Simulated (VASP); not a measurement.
# SiC2 (P6/mmm) in VASP: notebook

The runs below take SiC2 through relaxation of cell and atoms, with PBE.

Program: VASP 6.6.1. These are calculated values, not measurements. Logs are shortened: lines on timing, memory, paths and dates and some standing lists are left out, and cuts for length are marked.

### 1 The cell of the first run

The structure is hexagonal, space group P6/mmm (No. 191). The conventional cell has a = 2.084 Å, b = 2.084 Å, c = 21.701 Å, α = 90.00°, β = 90.00°, γ = 120.00°. Si (site symmetry -6m2) has 3 Si at 1.20 Å within 1.6 Å. Within 1.6 Å of C (site symmetry 3m) lie 3 C at 1.20 Å.

### 2 Relaxation of cell and atoms, PBE

INCAR reads:

```
  ALGO = Normal
  EDIFF = 1E-7
  EDIFFG = -0.04
  ENCUT = 910
  GGA = PE
  GGA_COMPAT = F
  IBRION = 2
  ISIF = 3
  ISMEAR = 0
  LASPH = T
  LCHARG = F
  LREAL = F
  LWAVE = F
  NELM = 120
  NELMIN = 4
  NSW = 90
  PREC = Accurate
  SIGMA = 0.1
```

KPOINTS reads:

```
k-points
0
Gamma
  12 12 1
```

POSCAR reads:

```
SiC2
1.0
    2.0843654100      0.0000000000      0.0000000000
   -1.0421827000      1.8051134000      0.0000000000
    0.0000000000      0.0000000000     21.7005186200
Si C
2 4
Direct
    0.3333333300      0.6666666700      0.5000000000
    0.6666666700      0.3333333300      0.5000000000
    0.3333333300      0.6666666700      0.8333333300
    0.3333333300      0.6666666700      0.1666666700
    0.6666666700      0.3333333300      0.8333333300
    0.6666666700      0.3333333300      0.1666666700
```

Potentials or basis: VASP PAW PBE potentials, release 64 (Si, C_h).

Launch:

```bash
> cat potpaw_PBE.64/Si/POTCAR potpaw_PBE.64/C_h/POTCAR > POTCAR
> mpirun -np 1 vasp_std > vasp.out
```

OUTCAR:

```text
EDIFF = 1E-7
   EDIFFG = -0.04
   ENCUT = 910
   GGA = PE
   IBRION = 2
   ISIF = 3
   ISMEAR = 0
   LASPH = T
   LREAL = F
   NELM = 120
   NELMIN = 4
   NSW = 90
   PREC = Accurate

 ion  position               nearest neighbor table
   1  0.333  0.667  0.500-   2 1.20   2 1.20   2 1.20   2 2.41   2 2.41   2 2.41
   2  0.667  0.333  0.500-   1 1.20   1 1.20   1 1.20   1 2.41   1 2.41   1 2.41
   3  0.333  0.667  0.833-   5 1.20   5 1.20   5 1.20
   4  0.333  0.667  0.167-   6 1.20   6 1.20   6 1.20
   5  0.667  0.333  0.833-   3 1.20   3 1.20   3 1.20
   6  0.667  0.333  0.167-   4 1.20   4 1.20   4 1.20

 -----------------------------------------------------------------------------
|                                                                             |
|           W    W    AA    RRRRR   N    N  II  N    N   GGGG   !!!           |
|           W    W   A  A   R    R  NN   N  II  NN   N  G    G  !!!           |
|           W    W  A    A  R    R  N N  N  II  N N  N  G       !!!           |
|           W WW W  AAAAAA  RRRRR   N  N N  II  N  N N  G  GGG   !            |
|           WW  WW  A    A  R   R   N   NN  II  N   NN  G    G                |
|           W    W  A    A  R    R  N    N  II  N    N   GGGG   !!!           |
|                                                                             |
|     The distance between some ions is very small. Please check the          |
|     nearest-neighbor list in the OUTCAR file.                               |
|     I HOPE YOU KNOW WHAT YOU ARE DOING!                                     |
|                                                                             |
 -----------------------------------------------------------------------------

  LATTYP: Found a hexagonal cell.
 ALAT       =     2.0843654100
 C/A-ratio  =    10.4110913163

  Lattice vectors:

 A1 = (   2.0843654100,   0.0000000000,   0.0000000000)
 A2 = (  -1.0421827000,   1.8051134000,   0.0000000000)
 A3 = (   0.0000000000,   0.0000000000,  21.7005186200)

Analysis of symmetry for initial positions (statically):
=====================================================================
 Subroutine PRICEL returns:
 Original cell was already a primitive cell.

 Routine SETGRP: Setting up the symmetry group for a
 hexagonal supercell.

 Subroutine GETGRP returns: Found 24 space group operations
 (whereof 24 operations were pure point group operations)
 out of a pool of 24 trial point group operations.

The static configuration has the point symmetry D_6h.

Analysis of symmetry for dynamics (positions and initial velocities):
=====================================================================
 Subroutine PRICEL returns:
 Original cell was already a primitive cell.

 Routine SETGRP: Setting up the symmetry group for a
 hexagonal supercell.

 Subroutine GETGRP returns: Found 24 space group operations
 (whereof 24 operations were pure point group operations)
 out of a pool of 24 trial point group operations.

The dynamic configuration has the point symmetry D_6h.

 Subroutine INISYM returns: Found 24 space group operations
 (whereof 24 operations are pure point group operations),
 and found     1 'primitive' translations

----------------------------------------------------------------------------------------

                                     Primitive cell

  volume of cell :      81.6485

  direct lattice vectors                    reciprocal lattice vectors
     2.084365410  0.000000000  0.000000000     0.479762327  0.276990907  0.000000000
    -1.042182700  1.805113400  0.000000000     0.000000000  0.553981816  0.000000000
     0.000000000  0.000000000 21.700518620     0.000000000  0.000000000  0.046081848

  length of vectors
     2.084365410  2.084365411 21.700518620     0.553981817  0.553981816  0.046081848

  position of ions in fractional coordinates (direct lattice)
     0.333333330  0.666666670  0.500000000
     0.666666670  0.333333330  0.500000000
     0.333333330  0.666666670  0.833333330
     0.333333330  0.666666670  0.166666670
[... 46 lines left out ...]
   ENCUT  =  910.0 eV  66.88 Ry    8.18 a.u.   5.13  5.13 53.38*2*pi/ulx,y,z
   NELM   =    120;   NELMIN=  4; NELMDL= -5     # of ELM steps
   EDIFF  = 0.1E-06   stopping-criterion for ELM
   LREAL  =      F    real-space projection
   EDIFFG = -.4E-01   stopping-criterion for IOM
   NSW    =     90    number of steps for IOM
   IBRION =      2    ionic relax: 0-MD 1-quasi-New 2-CG
   NFREE  =      1    steps in history (QN), initial steepest desc. (CG)
   ISIF   =      3    stress and relaxation
   ISYM   =      2    0-nonsym 1-usesym 2-fastsym
   POTIM  = 0.5000    time-step for ionic-motion
   TEBEG  =    0.0;   TEEND  =   0.0 temperature during run
   PSTRESS=    0.0 pullay stress
   NELECT =      24.0000    total number of electrons
   NUPDOWN=      -1.0000    fix difference up-down
   EMIN   =  10.00;   EMAX   =-10.00  energy-range for DOS
   EFERMI =   0.00;   METHOD = LEGACY
   ISMEAR =     0;   SIGMA  =   0.10  broadening in eV -4-tet -1-fermi 0-gaus
   EFERMI_NEDOS =   21; number of points for ismear=-14 and -15
   IALGO  =     38    algorithm
   IMIX   =      4    mixing-type and parameters
     AMIX     =   0.40;   BMIX     =  1.00
     AMIX_MAG =   1.60;   BMIX_MAG =  1.00
  volume/ion in A,a.u.               =      13.61        91.83
  Fermi-wavevector in a.u.,A,eV,Ry     =   1.088502  2.056970 16.120670  1.184836
  Thomas-Fermi vector in A             =   2.224685
   LORBIT       =      0    0 simple, 1 ext, 2 COOP (PROOUT), +10 PAW based schemes
   GGA     = PE    functional components
   LHFCALC =     F    Hartree Fock is set to
   AEXX    =    0.0000 exact exchange contribution
   IVDW    =     0    specifies the selected vdW correction
   LEPSILON=     F    determine dielectric tensor
   LRPA    =     F    only Hartree local field effects (RPA)
 conjugate gradient relaxation of ions
 non-spin polarized calculation
 Gauss-broadening in eV      SIGMA  =   0.10
  energy-cutoff  :      910.00
  volume of cell :       81.65
 maximum number of plane-waves:      5121
 NGX is ok and might be reduce to    24
   NGX = 11   NGY = 11   NGZ =107

--------------------------------------- Ionic step        1  -------------------------------------------

 number of electron      24.0000000 magnetization

 Free energy of the ion-electron system (eV)
  ---------------------------------------------------
  ext. energy  EPLUGINS =         0.00000000
  ---------------------------------------------------
  free energy    TOTEN  =        65.09786203 eV

  energy without entropy =       65.10610908  energy(sigma->0) =       65.10198555

------------------------ aborting loop because EDIFF is reached ----------------------------------------

  FORCE on cell =-STRESS in cart. coord.  units (eV):
  Direction    XX          YY          ZZ          XY          YZ          ZX
  --------------------------------------------------------------------------------------
  -------------------------------------------------------------------------------------
  Total      277.0177423    277.0177436     -0.0873424      0.0000008     -0.0000000      0.0000000
  in kB     5435.8780756   5435.8781007     -1.7139079      0.0000151     -0.0000000      0.0000000
  external PRESSURE =    3623.3474228 kB  Pullay stress =       0.0000000 kB
[... 828 lines left out ...]
      3      -6.6267      2.00000
      4      -6.6267      2.00000
      5      -4.3199      2.00000
      6      -4.3199      2.00000
[... 8 lines left out ...]
     15       5.3882      0.00000
     16       7.7338      0.00000

[... ionic steps 4 to 17 ...]

--------------------------------------- Ionic step       18  -------------------------------------------

 number of electron      23.9999999 magnetization

------------------------ aborting loop because EDIFF is reached ----------------------------------------
[... 75 lines left out ...]
--------------------------------------- Ionic step       20  -------------------------------------------

 number of electron      23.9999999 magnetization

 Free energy of the ion-electron system (eV)
  ---------------------------------------------------
  ext. energy  EPLUGINS =         0.00000000
  ---------------------------------------------------
  free energy    TOTEN  =       -27.78814573 eV

  energy without entropy =      -27.78504863  energy(sigma->0) =      -27.78659718

 E-fermi :   1.7842     XC(G=0):  -7.9948

 val. band max:        1.7506836653   @ k =   0.0000   0.0000   0.0000
 cond. band min:       1.9374408039   @ k =   0.0000   0.0000   0.0000
 fundamental gap:      0.1867571386
 Fermi energy:         1.7842375928
[... 392 lines left out ...]
  FREE ENERGIE OF THE ION-ELECTRON SYSTEM (eV)
  ---------------------------------------------------
  free  energy   TOTEN  =       -27.7881457327 eV

  energy  without entropy=      -27.7850486305  energy(sigma->0) =      -27.78659718

 reached required accuracy - stopping structural energy minimisation
```

Run time: 25 min. Hardware: 1 thread of Intel Xeon Platinum 8259CL at 2.50GHz (Skylake/Cascade Lake), shared host; peak memory 0.38 GiB.

What came out:

- Free energy: -27.7881 eV
- Relaxed volume: 18.55 Å³/atom
- Relaxed cell: a = 3.158 Å, b = 3.158 Å, c = 12.887 Å, α = 90.00°, β = 90.00°, γ = 120.00°
- Space group after relaxing (to 0.1 Å): P6/mmm (No. 191)
- Energy gained by relaxing: 15481.0 meV/atom
- Ionic steps: 20
- Pressure after relaxing: 0.1 GPa
- Largest force after relaxing: 0.005 eV/Å
- Band gap on the k mesh: zero (bands 12 and 13 overlap by 0.01 eV)

Forces on the atoms (eV/Å):
```
Si   0.000  0.000  0.000
Si   0.000  0.000  0.000
C    0.000  0.000  0.005
C    0.000  0.000 -0.005
C    0.000  0.000  0.005
C    0.000  0.000 -0.005
```

Step by step:
```
step  energy change (eV)  largest force (eV/Å)  pressure (GPa)  volume (Å³)
   1              0.0000                0.0001          362.33        81.65
   2            -45.1342                0.0025           -3.77       849.83
   3            -48.8270                0.0038           -4.56       746.81
   4            -52.9598                0.0015           -5.63       653.41
   5            -82.3425                0.0018          -13.39       299.29
   6            -92.0554                0.0012            6.87       173.40
   7            -92.0862                0.0011           -5.54       201.48
   8            -92.4577                0.0011           -1.38       188.77
   9            -92.4670                0.0012           -0.41       186.20
  10            -92.4866                0.0012           -0.38       184.04
  11            -92.5416                0.0013           -0.29       177.57
  12            -92.6370                0.0016           -0.13       164.63
  13            -92.7875                0.0022            0.14       138.71
  14            -92.5722                0.0272            3.12        86.74
  15            -92.8398                0.0019            0.26       127.43
  16            -92.8810                0.0078            0.75       107.10
  17            -92.8831                0.0029            0.48       113.27
  18            -92.8847                0.0046            0.54       110.97
  19            -92.6988                0.0038           -5.60       116.00
  20            -92.8860                0.0051            0.08       111.31
```

Final structure:
```xyz
6
Lattice="3.1581 0.0000 0.0000 -1.5790 2.7350 0.0000 0.0000 0.0000 12.8870" Properties=species:S:1:pos:R:3 pbc="T T T"
Si    0.0000    1.8233    6.4435
Si    1.5790    0.9117    6.4435
C     0.0000    1.8233   10.7385
C     0.0000    1.8233    2.1485
C     1.5790    0.9117   10.7385
C     1.5790    0.9117    2.1485
```

Caveat: the cutoff is under 1.25 times the usual one of these potentials, so pressure, stress and relaxed cells hold a basis-set (Pulay) error; the volume moved by over 15 % at a fixed basis, so the end points are rough; this functional lacks dispersion, which binds the layers, so the pressure and a relaxed spacing across them are unreliable.

### 3 Relaxation of cell and atoms, PBE

This run uses another cell than the first one, of 20.63 Å³/atom.

INCAR reads:

```
ALGO = Normal ; EDIFF = 1E-7
EDIFFG = -0.04 ; ENCUT = 910
GGA = PE ; GGA_COMPAT = False
IBRION = 2 ; ISIF = 3
ISMEAR = 0 ; LASPH = True
LCHARG = False ; LREAL = False
LWAVE = False ; NELM = 120
NELMIN = 4 ; NSW = 90
PREC = Accurate ; SIGMA = 0.1
```

KPOINTS reads:

```
k-points
0
Gamma
  6 6 2
```

POSCAR reads:

```
SiC2
1.0
    3.2278011793      0.0000000000      0.0000000000
   -1.6139005897      2.7953578197      0.0000000000
    0.0000000000      0.0000000000     13.7205408527
Si C
2 4
Direct
    0.3333333333      0.6666666667      0.5000000000
    0.6666666667      0.3333333333      0.5000000000
    0.3333333333      0.6666666667      0.8340867867
    0.3333333333      0.6666666667      0.1659132133
    0.6666666667      0.3333333333      0.8340867867
    0.6666666667      0.3333333333      0.1659132133
```

Potentials or basis: VASP PAW PBE potentials, release 64 (Si, C_h).

Launch:

```bash
> cat potpaw_PBE.64/Si/POTCAR potpaw_PBE.64/C_h/POTCAR > POTCAR
> mpirun -np 1 vasp_std > vasp.out
```

Run time: 77 s. Hardware: 1 thread of Intel Xeon 6975P-C (Granite Rapids), shared host; peak memory 0.41 GiB.

Results (log left out):

```
Free energy                           : -29.1554 eV
Relaxed volume                        : 20.80 Å³/atom
Relaxed cell                          : a = 3.242 Å, b = 3.242 Å, c = 13.708 Å, α = 90.00°, β = 90.00°, γ = 120.00°
Space group after relaxing (to 0.1 Å) : P6/mmm (No. 191)
Energy gained by relaxing             : 0.8 meV/atom
Ionic steps                           : 3
Pressure after relaxing               : -0.1 GPa
Largest force after relaxing          : 0.005 eV/Å
Band gap on the k mesh                : zero (bands 12 and 13 overlap by 0.63 eV)
```

Forces on the atoms (eV/Å):
```
Si   0.000  0.000  0.000
Si   0.000  0.000  0.000
C    0.000  0.000 -0.005
C    0.000  0.000  0.005
C    0.000  0.000 -0.005
C    0.000  0.000  0.005
```

Stress tensor (GPa, compression positive):
```
-0.03  0.00  0.00
 0.00 -0.03  0.00
 0.00  0.00 -0.28
```

Step by step:
| step | energy change (eV) | largest force (eV/Å) | pressure (GPa) | volume (Å³) |
| --- | --- | --- | --- | --- |
| 1 | 0.0000 | 0.0053 | 0.82 | 123.80 |
| 2 | -0.0009 | 0.0049 | -0.93 | 125.71 |
| 3 | -0.0048 | 0.0051 | -0.11 | 124.79 |

Final structure:
```yaml
crystal:
  lattice:
    - [3.24227, 0.00000, 0.00000]
    - [-1.62114, 2.80789, 0.00000]
    - [0.00000, 0.00000, 13.70765]
  atoms:
    - { symbol: Si, position: [0.33333, 0.66667, 0.50000] }
    - { symbol: Si, position: [0.66667, 0.33333, 0.50000] }
    - { symbol: C, position: [0.33333, 0.66667, 0.83408] }
    - { symbol: C, position: [0.33333, 0.66667, 0.16592] }
    - { symbol: C, position: [0.66667, 0.33333, 0.83408] }
    - { symbol: C, position: [0.66667, 0.33333, 0.16592] }
```

Levels at points of the mesh, in eV from the Fermi level:
```csv
k point,band 8,band 9,band 10,band 11,band 12,band 13,band 14,band 15,band 16
"(0.00, 0.00, 0.00)",-2.53,-2.53,-2.53,-0.73,-0.72,-0.52,-0.52,3.15,3.65
"(0.50, 0.00, 0.00)",-4.04,-2.69,-1.27,-1.13,-0.86,0.57,1.02,1.23,1.32
"(0.00, 0.00, 0.50)",-2.53,-2.53,-2.53,-0.73,-0.72,-0.52,-0.52,3.24,3.65
"(0.50, 0.00, 0.50)",-4.04,-2.69,-1.32,-0.99,-0.96,0.56,1.10,1.16,1.33
```

Caveat: the k points lie up to 0.37 Å⁻¹ apart in the final cell, too coarse for converged energies and pressures of a metal; the cutoff is under 1.25 times the usual one of these potentials, so pressure, stress and relaxed cells hold a basis-set (Pulay) error; semilocal functionals underestimate gaps, so a narrow gap can read as zero.

### 4 Relaxation of cell and atoms, PBE

This run uses another cell than the first one, of 20.51 Å³/atom.

INCAR reads:

```
  ALGO = Normal
  EDIFF = 1E-7
  EDIFFG = -0.01
  ENCUT = 910
  GGA = PE
  GGA_COMPAT = False
  IBRION = 2
  ISIF = 3
  ISMEAR = 0
  LASPH = True
  LCHARG = False
  LREAL = False
  LWAVE = False
  NELM = 120
  NELMIN = 4
  NSW = 100
  PREC = Accurate
  SIGMA = 0.1
```

KPOINTS reads:

```
k-points
0
Gamma
  12 12 4
```

POSCAR reads:

```
SiC2
1.0
    3.2445509159      0.0000000000      0.0000000000
   -1.6222754579      2.8098635170      0.0000000000
    0.0000000000      0.0000000000     13.4991279121
Si C
2 4
Direct
    0.3333333333      0.6666666667      0.5000000000
    0.6666666667      0.3333333333      0.5000000000
    0.3333333333      0.6666666667      0.8243840899
    0.3333333333      0.6666666667      0.1756159101
    0.6666666667      0.3333333333      0.8243840899
    0.6666666667      0.3333333333      0.1756159101
```

Launch:

```bash
> cat potpaw_PBE.64/Si/POTCAR potpaw_PBE.64/C_h/POTCAR > POTCAR
> mpirun -np 1 vasp_std > vasp.out
```

Wall time 9.8 min (1 thread of Intel Xeon 6975P-C (Granite Rapids), shared host); peak memory 0.52 GiB.

The run converged. Its results:

```yaml
Free_energy: -29.1533 eV
Relaxed_volume: 20.43 Å³/atom
Relaxed_cell: a = 3.226 Å, b = 3.226 Å, c = 13.597 Å, α = 90.00°, β = 90.00°, γ = 120.00°
Space_group_after_relaxing_to_0.1_Å: P6/mmm (No. 191)
Energy_gained_by_relaxing: 0.7 meV/atom
Ionic_steps: 6
Pressure_after_relaxing: 0.0 GPa
Largest_force_after_relaxing: 0.008 eV/Å
Band_gap_on_the_k_mesh: zero (bands 12 and 13 overlap by 0.06 eV)
```

Forces on the atoms (eV/Å):
```
Si   0.000  0.000  0.000
Si   0.000  0.000  0.000
C    0.000  0.000  0.008
C    0.000  0.000 -0.008
C    0.000  0.000  0.008
C    0.000  0.000 -0.008
```

Step by step:
| step | energy change (eV) | largest force (eV/Å) | pressure (GPa) | volume (Å³) |
| --- | --- | --- | --- | --- |
| 1 | 0.0000 | 0.0075 | -0.55 | 123.07 |
| 2 | -0.0037 | 0.0084 | 0.02 | 121.83 |
| 3 | -0.0037 | 0.0085 | 0.04 | 121.78 |
| 4 | -0.0038 | 0.0084 | 0.04 | 121.86 |
| 5 | -0.0040 | 0.0081 | 0.04 | 122.10 |
| 6 | -0.0043 | 0.0075 | 0.03 | 122.57 |

Final structure:
```
CELL_PARAMETERS angstrom
3.22637 0.00000 0.00000
-1.61318 2.79412 0.00000
0.00000 0.00000 13.59697
ATOMIC_POSITIONS crystal
Si 0.33333 0.66667 0.50000
Si 0.66667 0.33333 0.50000
C 0.33333 0.66667 0.82472
C 0.33333 0.66667 0.17528
C 0.66667 0.33333 0.82472
C 0.66667 0.33333 0.17528
```

Levels at points of the mesh, in eV from the Fermi level:
| k point | band 10 | band 11 | band 12 | band 13 | band 14 | band 15 |
| --- | --- | --- | --- | --- | --- | --- |
| (0.00, 0.00, 0.00) | -2.61 | -0.63 | -0.63 | -0.01 | -0.01 | 3.50 |
| (0.50, 0.00, 0.00) | -1.18 | -1.17 | -0.61 | 0.85 | 1.01 | 1.31 |
| (0.00, 0.00, 0.50) | -2.61 | -0.63 | -0.63 | -0.01 | -0.01 | 3.62 |
| (0.50, 0.00, 0.50) | -1.26 | -1.07 | -0.63 | 0.80 | 1.11 | 1.26 |

Caveat: the cutoff is under 1.25 times the usual one of these potentials, so pressure, stress and relaxed cells hold a basis-set (Pulay) error; semilocal functionals underestimate gaps, so a narrow gap can read as zero; this functional lacks dispersion, which binds the layers, so the pressure and a relaxed spacing across them are unreliable.

### 5 Summary

```tsv
cell	k mesh	gap on the mesh (eV)	pressure (GPa)	relaxed volume (Å³/atom)	largest force (eV/Å)
relaxed from a = 2.084, b = 2.084, c = 21.701 Å, angles 90.0, 90.0, 120.0°, 6 atoms, atomic positions A	12 × 12 × 1	none	0.1	18.55	0.01
relaxed from a = 3.228, b = 3.228, c = 13.721 Å, angles 90.0, 90.0, 120.0°, 6 atoms, atomic positions B	6 × 6 × 2	none	-0.1	20.80	0.01
relaxed from a = 3.245, b = 3.245, c = 13.499 Å, angles 90.0, 90.0, 120.0°, 6 atoms, atomic positions C	12 × 12 × 4	none	0.0	20.43	0.01
```

Alike in all rows: task relaxation of cell and atoms; level PBE; potentials or basis VASP PAW PBE potentials, release 64 (Si, C_h); no spin polarisation; cutoff (eV) 910; smearing gaussian 0.1 eV.

Caveats: some runs use coarse meshes; the cutoff is under 1.25 times the usual one of these potentials, so pressure, stress and relaxed cells hold a basis-set (Pulay) error; this functional lacks dispersion, which binds the layers, so the pressure and a relaxed spacing across them are unreliable (at least some runs); semilocal functionals underestimate gaps, so a narrow gap can read as zero (at least some runs); the volume moved by over 15 % at a fixed basis, so the end points are rough (at least some runs).

Total energies depend on the potentials used, so only differences within one code and one set of settings carry meaning.
